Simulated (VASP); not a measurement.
Here is a VASP 6.6.1 calculation.

The input INCAR:

```
PREC     = Accurate       # precision mode
ENCUT    = 520            # plane-wave cutoff, eV
EDIFF    = 1E-6           # SCF threshold, eV
ISMEAR   = 0              # smearing method
SIGMA    = 0.2            # smearing width, eV
LREAL    = False          # projectors in reciprocal space
LASPH    = True           # aspherical terms in the spheres
NELM     = 80             # most SCF steps
ALGO     = Normal         # electronic algorithm
ISIF     = 2              # what is computed and relaxed
LWAVE    = False          # write WAVECAR
LCHARG   = True           # write CHGCAR
GGA      = PE             # functional
LELF     = True           # ELF
LVHAR    = True         
NBANDS   = 51             # bands
```

File KPOINTS:

```
Automatic mesh
0
Gamma
  5 5 1
```

File POSCAR:

```
Ca3Sn3N2
1.0
    3.6234868316      0.0000000000      0.0000000000
   -1.8117434158      3.1380316465      0.0000000000
    0.0000000000      0.0000000000     15.8944561288
Ca Sn N
3 3 2
Direct
    0.0000000000      0.0000000000      0.0000000000
    0.6666666667      0.3333333333      0.1638586776
    0.3333333333      0.6666666667      0.8361413224
    0.3333333333      0.6666666667      0.3511036701
    0.0000000000      0.0000000000      0.5000000000
    0.6666666667      0.3333333333      0.6488963299
    0.6666666667      0.3333333333      0.9022714507
    0.3333333333      0.6666666667      0.0977285493
```

Potentials or basis: VASP PAW PBE potentials, release 64 (Ca_sv, Sn_d, N).

Launch:

```bash
$ cat potpaw_PBE.64/Ca_sv/POTCAR potpaw_PBE.64/Sn_d/POTCAR potpaw_PBE.64/N/POTCAR > POTCAR
$ mpirun -np 1 vasp_std > vasp.out
```

Predict the pressure.

0.2 GPa.

Estimate the largest force.

0.083 eV/Å.

What does it give for the band gap on the k mesh?

Zero (band 41 reaches 8.49 eV, above the bottom of band 42 at 4.40 eV).

Forces in eV/Å, atoms in the order of the input:
```
Ca   0.000  0.000  0.000
Ca   0.000  0.000  0.083
Ca   0.000  0.000 -0.083
Sn   0.000  0.000 -0.010
Sn   0.000  0.000  0.000
Sn   0.000  0.000  0.010
N    0.000  0.000  0.004
N    0.000  0.000 -0.004
```

Caveat: the k points lie up to 0.40 Å⁻¹ apart; spin-orbit coupling is left out, which moves the levels of the heavy elements.
